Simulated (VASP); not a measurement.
# CuO (P2_1/c) in VASP: single point with PBE+U

Aim: the single point of CuO with PBE+U.

Everything below comes from runs of VASP 6.6.1. Logs are shortened: lines on timing, memory, paths and dates and some standing lists are left out, and cuts for length are marked.

### Step 1. The cell of the first run

The structure is monoclinic, space group P2_1/c (No. 14). The conventional cell has a = 4.216 Å, b = 4.120 Å, c = 6.470 Å, α = 90.00°, β = 126.70°, γ = 90.00°. Within 2.6 Å of Cu (site symmetry 1) lie 4 O at 1.96 to 1.97 Å. O (site symmetry 1) has 4 Cu at 1.96 to 1.97 Å and 2 O at 2.58 to 2.63 Å within 2.7 Å.

### Step 2. Single point, PBE+U, collinear spin

File INCAR:

```
SYSTEM = CuO
ALGO = Normal
EDIFF = 1E-6
ENCUT = 520
GGA = PE
ISIF = 2
ISMEAR = 0
ISPIN = 2
LASPH = .True.
LCHARG = .False.
LDAU = .True.
LDAUJ = 0 0
LDAUL = 2 -1
LDAUPRINT = 1
LDAUTYPE = 2
LDAUU = 4 0
LMAXMIX = 4
LORBIT = 11
LREAL = Auto
LWAVE = .False.
MAGMOM = 1 -1 -1 1 1 -1 -1 1 0 0 0 0 0 0 0 0
NBANDS = 86
NELM = 150
PREC = Accurate
SIGMA = 0.02
```

File KPOINTS:

```
k-points
0
Gamma
  3 6 3
  0 0 0
```

File POSCAR:

```
CuO
1.0
    3.6418508659      0.0000000000      5.3478109558
    0.0000000000      4.1195412993      0.0000000000
   -4.7826670042      0.0000000000      4.9884310113
Cu O
8 8
Direct
    0.1252396335      0.2529172285      0.8776520157
    0.6252399300      0.2529172872      0.3776518400
    0.3747600700      0.7470827128      0.6223481600
    0.8747603665      0.7470827715      0.1223479843
    0.3747603665      0.7529172285      0.1223479843
    0.8747600700      0.7529172872      0.6223481600
    0.1252399300      0.2470827128      0.3776518400
    0.6252396335      0.2470827715      0.8776520157
    0.1237774045      0.4792925660      0.1282929284
    0.6237774389      0.4792934029      0.6282928825
    0.3762225955      0.9792925660      0.8717070716
    0.8762225611      0.9792934029      0.3717071175
    0.3762225611      0.5207065971      0.3717071175
    0.8762225955      0.5207074340      0.8717070716
    0.1237774389      0.0207065971      0.6282928825
    0.6237774045      0.0207074340      0.1282929284
```

Potentials or basis: VASP PAW PBE potentials, release 64 (Cu, O).

The run is started by

```console
$ cat potpaw_PBE.64/Cu/POTCAR potpaw_PBE.64/O/POTCAR > POTCAR
$ mpirun -np 1 vasp_std > vasp.out
```

OUTCAR:

```text
SYSTEM = CuO
   EDIFF = 1E-6
   ENCUT = 520
   GGA = PE
   ISIF = 2
   ISMEAR = 0
   ISPIN = 2
   LASPH = .True.
   LORBIT = 11
   LREAL = Auto
   NELM = 150
   PREC = Accurate

 ion  position               nearest neighbor table
   1  0.125  0.253  0.878-  14 1.96   9 1.97  11 1.97  15 1.97
   2  0.625  0.253  0.378-  13 1.96  10 1.97  12 1.97  16 1.97
   3  0.375  0.747  0.622-  10 1.96  13 1.97  15 1.97  11 1.97
   4  0.875  0.747  0.122-   9 1.96  14 1.97  16 1.97  12 1.97
   5  0.375  0.753  0.122-  16 1.96  11 1.97   9 1.97  13 1.97
   6  0.875  0.753  0.622-  15 1.96  12 1.97  10 1.97  14 1.97
[... 8 lines left out ...]
  15  0.124  0.021  0.628-   6 1.96   7 1.97   3 1.97   1 1.97
  16  0.624  0.021  0.128-   5 1.96   8 1.97   4 1.97   2 1.97
[... 9 lines left out ...]
 A1 = (   3.6418508659,   0.0000000000,   5.3478109558)
 A2 = (   0.0000000000,  -4.1195412993,   0.0000000000)
 A3 = (   4.7826670042,   0.0000000000,  -4.9884310113)

Analysis of symmetry for initial positions (statically):
=====================================================================
 Subroutine PRICEL returns following result:

  LATTYP: Found a simple monoclinic cell.
 ALAT       =     4.2160918222
 B/A-ratio  =     0.9770995208
 C/A-ratio  =     1.2332521499
 COS(beta)  =    -0.0672413063
[... 12 lines left out ...]
 Subroutine GETGRP returns: Found  4 space group operations
 (whereof  2 operations were pure point group operations)
 out of a pool of  4 trial point group operations.

The static configuration has the point symmetry S_2 .
 The point group associated with its full space group is C_2h.

Analysis of symmetry for dynamics (positions and initial velocities):
=====================================================================
 Subroutine PRICEL returns following result:

  LATTYP: Found a simple monoclinic cell.
 ALAT       =     4.2160918222
 B/A-ratio  =     0.9770995208
 C/A-ratio  =     1.2332521499
 COS(beta)  =    -0.0672413063
[... 12 lines left out ...]
 Subroutine GETGRP returns: Found  4 space group operations
 (whereof  2 operations were pure point group operations)
 out of a pool of  4 trial point group operations.

The dynamic configuration has the point symmetry S_2 .
 The point group associated with its full space group is C_2h.

Analysis of structural, dynamic, and magnetic symmetry:
=====================================================================
 Subroutine PRICEL returns following result:

  LATTYP: Found a simple monoclinic cell.
 ALAT       =     4.2160918222
 B/A-ratio  =     0.9770995208
 C/A-ratio  =     1.2332521499
 COS(beta)  =    -0.0672413063
[... 12 lines left out ...]
 Subroutine GETGRP returns: Found  4 space group operations
 (whereof  2 operations were pure point group operations)
 out of a pool of  4 trial point group operations.

The overall configuration has the point symmetry S_2 .
 The point group associated with its full space group is C_2h.

 Subroutine INISYM returns: Found  4 space group operations
 (whereof  2 operations are pure point group operations),
 and found     2 'primitive' translations

----------------------------------------------------------------------------------------

                                     Primitive cell

  volume of cell :      90.1025

  direct lattice vectors                    reciprocal lattice vectors
     4.212260855  0.000000242  0.179690681     0.236289685  0.000000000  0.026079318
     0.000000000  4.119541299  0.000000000    -0.000000013  0.242745473 -0.000000013
    -0.570406149  0.000000242  5.168121693    -0.008215568  0.000000000  0.192587143

  length of vectors
     4.216091822  4.119541299  5.199504304     0.237724517  0.242745473  0.192762297

  position of ions in fractional coordinates (direct lattice)
     0.247587500  0.252917214  0.002891619
[... 104 lines left out ...]
     AMIX     =   0.40;   BMIX     =  1.00
     AMIX_MAG =   1.60;   BMIX_MAG =  1.00
  volume/ion in A,a.u.               =      11.26        76.01
  Fermi-wavevector in a.u.,A,eV,Ry     =   1.490501  2.816639 30.226612  2.221593
  Thomas-Fermi vector in A             =   2.603275
   LORBIT       =     11    0 simple, 1 ext, 2 COOP (PROOUT), +10 PAW based schemes
 LDA+U is selected, type is set to LDAUTYPE =  2
   angular momentum for each species LDAUL =     2   -1
   U (eV)           for each species LDAUU =   4.0  0.0
   J (eV)           for each species LDAUJ =   0.0  0.0
   GGA     = PE    functional components
   LHFCALC =     F    Hartree Fock is set to
   AEXX    =    0.0000 exact exchange contribution
   IVDW    =     0    specifies the selected vdW correction
   LEPSILON=     F    determine dielectric tensor
   LRPA    =     F    only Hartree local field effects (RPA)
 spin polarized calculation
 Gauss-broadening in eV      SIGMA  =   0.02
  energy-cutoff  :      520.00
  volume of cell :      180.20
 maximum number of plane-waves:      4882
   NGX = 25   NGY = 15   NGZ = 25

atom =   1  type =  1  l = 2

 onsite density matrix

spin component  1
[... 248 lines left out ...]
  o =  0.4420  v =  0.0000  0.0000  0.0000  0.0000  0.0000  0.0280 -0.6974 -0.0634 -0.7050  0.1092      0.0000  0.0000  0.0000  0.0000  0.0000  0.0000  0.0000  0.0000  0.0000  0.0000
  o =  0.9390  v =  0.0000  0.0000  0.0000  0.0000  0.0000  0.8851  0.1083  0.4390 -0.1084  0.0197      0.0000  0.0000  0.0000  0.0000  0.0000  0.0000  0.0000  0.0000  0.0000  0.0000
  o =  0.9468  v =  0.8848  0.1281  0.4328 -0.1154  0.0090  0.0000  0.0000  0.0000  0.0000  0.0000      0.0000  0.0000  0.0000  0.0000  0.0000  0.0000  0.0000  0.0000  0.0000  0.0000
  o =  0.9662  v =  0.0000  0.0000  0.0000  0.0000  0.0000 -0.0268  0.5264 -0.1966 -0.5933 -0.5757      0.0000  0.0000  0.0000  0.0000  0.0000  0.0000  0.0000  0.0000  0.0000  0.0000
  o =  0.9682  v = -0.1272  0.6403 -0.0725 -0.4918  0.5716  0.0000  0.0000  0.0000  0.0000  0.0000      0.0000  0.0000  0.0000  0.0000  0.0000  0.0000  0.0000  0.0000  0.0000  0.0000
  o =  0.9685  v =  0.0000  0.0000  0.0000  0.0000  0.0000  0.0372 -0.4641  0.1551  0.3211 -0.8100      0.0000  0.0000  0.0000  0.0000  0.0000  0.0000  0.0000  0.0000  0.0000  0.0000
  o =  0.9710  v =  0.0698 -0.3206  0.0662  0.4901  0.8048  0.0000  0.0000  0.0000  0.0000  0.0000      0.0000  0.0000  0.0000  0.0000  0.0000  0.0000  0.0000  0.0000  0.0000  0.0000
  o =  0.9764  v =  0.0000  0.0000  0.0000  0.0000  0.0000 -0.4622  0.0973  0.8606 -0.1901  0.0125      0.0000  0.0000  0.0000  0.0000  0.0000  0.0000  0.0000  0.0000  0.0000  0.0000
  o =  0.9772  v =  0.4427 -0.0028 -0.8960  0.0315  0.0151  0.0000  0.0000  0.0000  0.0000  0.0000      0.0000  0.0000  0.0000  0.0000  0.0000  0.0000  0.0000  0.0000  0.0000  0.0000
  o =  1.0120  v =  0.0121 -0.6861 -0.0141 -0.7097  0.1589  0.0000  0.0000  0.0000  0.0000  0.0000      0.0000  0.0000  0.0000  0.0000  0.0000  0.0000  0.0000  0.0000  0.0000  0.0000

 number of electron     136.0000035 magnetization       0.0000000

 Free energy of the ion-electron system (eV)
  ---------------------------------------------------
  ext. energy  EPLUGINS =         0.00000000
  ---------------------------------------------------
  free energy    TOTEN  =       -69.45972014 eV

  energy without entropy =      -69.45972014  energy(sigma->0) =      -69.45972014

 E-fermi :   4.0294     XC(G=0): -11.1739

 val. band max:        3.9142386054   @ k =   0.0000   0.3333   0.0000
 cond. band min:       4.7584575656   @ k =   0.0000   0.0000   0.0000
 fundamental gap:      0.8442189603
 Fermi energy:         4.0293790063

 spin component 1

 k-point     1 :       0.0000    0.0000    0.0000
  band No.  band energies     occupation
      1     -14.7526      1.00000
      2     -13.8883      1.00000
      3     -13.8321      1.00000
      4     -13.8069      1.00000
      5     -13.7602      1.00000
      6     -13.5331      1.00000
[... 1649 lines left out ...]
     79       9.8382      0.00000
     80       9.8382      0.00000
 Fermi energy:         4.0293790063

 spin component 2

 k-point     1 :       0.0000    0.0000    0.0000
  band No.  band energies     occupation
      1     -14.7526      1.00000
      2     -13.8883      1.00000
      3     -13.8320      1.00000
      4     -13.8069      1.00000
      5     -13.7602      1.00000
      6     -13.5331      1.00000
[... 1649 lines left out ...]
     79       9.8382      0.00000
     80       9.8382      0.00000
 [bands above 80 left out]

------------------------ aborting loop because EDIFF is reached ----------------------------------------

  FORCE on cell =-STRESS in cart. coord.  units (eV):
  Direction    XX          YY          ZZ          XY          YZ          ZX
  --------------------------------------------------------------------------------------
  -------------------------------------------------------------------------------------
  Total       -3.0219889     -2.9041903     -3.3469550      0.0000000      0.0000000      0.3554383
  in kB      -26.8680950    -25.8207638    -29.7573249      0.0000000      0.0000000      3.1601538
  external PRESSURE =     -27.4820612 kB  Pullay stress =       0.0000000 kB

 VOLUME and BASIS-vectors are now :
 -----------------------------------------------------------------------------
  energy-cutoff  :      520.00
  volume of cell :      180.20
      direct lattice vectors                 reciprocal lattice vectors
     3.641850866  0.000000000  5.347810956     0.114037126  0.000000000  0.109333295
     0.000000000  4.119541299  0.000000000     0.000000000  0.242745473  0.000000000
    -4.782667004  0.000000000  4.988431011    -0.122252666  0.000000000  0.083253874

 POSITION                                       TOTAL-FORCE (eV/Angst)
 -----------------------------------------------------------------------------------
     -3.74141      1.04190      5.04786         0.016116     -0.015275     -0.015812
      0.47085      1.04190      5.22756         0.016116     -0.015275     -0.015812
     -1.61166      3.07764      5.10869        -0.016116      0.015275      0.015812
      2.60060      3.07764      5.28838        -0.016116      0.015275      0.015812
      0.77967      3.10167      2.61447        -0.016116     -0.015275      0.015812
      0.20926      3.10167      7.78259        -0.016116     -0.015275      0.015812
[... 8 lines left out ...]
     -2.55414      0.08530      3.79613         0.029473     -0.012048     -0.028852
      1.65812      0.08531      3.97582         0.029473     -0.012048     -0.028852
 -----------------------------------------------------------------------------------
    total drift:                                0.000000     -0.000000     -0.000000

  FREE ENERGIE OF THE ION-ELECTRON SYSTEM (eV)
  ---------------------------------------------------
  free  energy   TOTEN  =       -69.4597201374 eV

  energy  without entropy=      -69.4597201374  energy(sigma->0) =      -69.45972014

 total charge

# of ion       s       p       d       tot
------------------------------------------
    1        0.378   0.372   9.147   9.896
    2        0.378   0.372   9.147   9.896
    3        0.378   0.372   9.147   9.896
    4        0.378   0.372   9.147   9.896
    5        0.378   0.372   9.147   9.896
    6        0.378   0.372   9.147   9.896
[... 8 lines left out ...]
   15        1.563   3.405   0.000   4.967
   16        1.563   3.405   0.000   4.967
--------------------------------------------------
tot         15.526  30.210  73.174 118.910

 magnetization (x)

# of ion       s       p       d       tot
------------------------------------------
    1       -0.006  -0.005   0.583   0.573
    2        0.006   0.005  -0.583  -0.573
    3        0.006   0.005  -0.583  -0.573
    4       -0.006  -0.005   0.583   0.573
    5       -0.006  -0.005   0.583   0.573
    6        0.006   0.005  -0.583  -0.573
[... 8 lines left out ...]
   15       -0.007  -0.130   0.000  -0.137
   16        0.007   0.130   0.000   0.137
--------------------------------------------------
tot          0.000   0.000   0.000   0.000
```

Wall time 18 min (1 thread of AMD EPYC 9R14 (Zen 4), shared host); peak memory 0.54 GiB.

Results:

```yaml
Free_energy: -69.4597 eV
Pressure: -2.7 GPa
Largest_force: 0.043 eV/Å
Band_gap_on_the_k_mesh: 0.84 eV
Net_moment: 0.00 μB per cell
Site_moments: Cu +0.57, -0.57 (each value once); O +0.14, -0.14 (each value once) μB
Valence_electrons_inside_the_program's_atomic_spheres: Cu 9.90; O 4.97
```

Forces on the atoms (eV/Å):
```
Cu   0.016 -0.015 -0.016
Cu   0.016 -0.015 -0.016
Cu  -0.016  0.015  0.016
Cu  -0.016  0.015  0.016
Cu  -0.016 -0.015  0.016
Cu  -0.016 -0.015  0.016
Cu   0.016  0.015 -0.016
Cu   0.016  0.015 -0.016
O    0.029  0.012 -0.029
O    0.029  0.012 -0.029
O   -0.029  0.012  0.029
O   -0.029  0.012  0.029
O   -0.029 -0.012  0.029
O   -0.029 -0.012  0.029
O    0.029 -0.012 -0.029
O    0.029 -0.012 -0.029
```

Stress tensor (GPa, compression positive):
```
-2.69  0.00  0.32
 0.00 -2.58  0.00
 0.32  0.00 -2.98
```

Eigenvalues of the final occupation matrices:
```csv
site,spin,trace,eigenvalues
site 1 d,1,4.88,0.95 0.97 0.97 0.98 1.01
site 1 d,2,4.29,0.44 0.94 0.97 0.97 0.98
site 2 d,1,4.29,0.44 0.94 0.97 0.97 0.98
site 2 d,2,4.88,0.95 0.97 0.97 0.98 1.01
site 3 d,1,4.29,0.44 0.94 0.97 0.97 0.98
site 3 d,2,4.88,0.95 0.97 0.97 0.98 1.01
site 4 d,1,4.88,0.95 0.97 0.97 0.98 1.01
site 4 d,2,4.29,0.44 0.94 0.97 0.97 0.98
site 5 d,1,4.88,0.95 0.97 0.97 0.98 1.01
site 5 d,2,4.29,0.44 0.94 0.97 0.97 0.98
site 6 d,1,4.29,0.44 0.94 0.97 0.97 0.98
site 6 d,2,4.88,0.95 0.97 0.97 0.98 1.01
```

A k mesh can miss the band edges.
